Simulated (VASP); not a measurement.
Here is a VASP 6.6.1 calculation.

Contents of INCAR:

```
ALGO = Fast
EDIFF = 1E-6
ENCUT = 520
GGA = PE
ISIF = 2
ISMEAR = 0
LASPH = T
LCHARG = T
LELF = T
LREAL = F
LVHAR = T
LWAVE = F
NBANDS = 18
NELM = 100
PREC = Accurate
SIGMA = 0.1
```

File KPOINTS:

```
k-points
0
Gamma
  12 12 12
```

The input POSCAR:

```
ZnCu
1.0
    3.0793214500      0.0523621000     -0.0031806000
    0.0523621000      3.0039294500     -0.0219697000
   -0.0031806000     -0.0219697000      3.1052669000
Zn Cu
1 1
Direct
    0.4744006791      0.4357996604      0.4507096774
    0.0255993209      0.0642003396      0.0492903226
```

Potentials or basis: VASP PAW PBE potentials, release 64 (Zn, Cu).

The run is started by

```console
$ cat potpaw_PBE.64/Zn/POTCAR potpaw_PBE.64/Cu/POTCAR > POTCAR
$ mpirun -np 1 vasp_std > vasp.out
```

**Question.** What does it give for the pressure?

**Answer.** 3.0 GPa.

**Question.** Estimate the band gap on the k mesh.

**Answer.** Zero (an odd number of electrons rules out a gap without spin polarisation).

Stress tensor (GPa, compression positive):
```
6.83 3.61 4.96
3.61 0.09 9.10
4.96 9.10 2.10
```

Caveat: the cell differs from its parent crystal (atoms moved at random and the cell strained at random); the stress differs along the axes, from 0 to 7 GPa; forces of over 1 eV/Å act on the atoms, so gaps and moduli don't describe the material at rest.
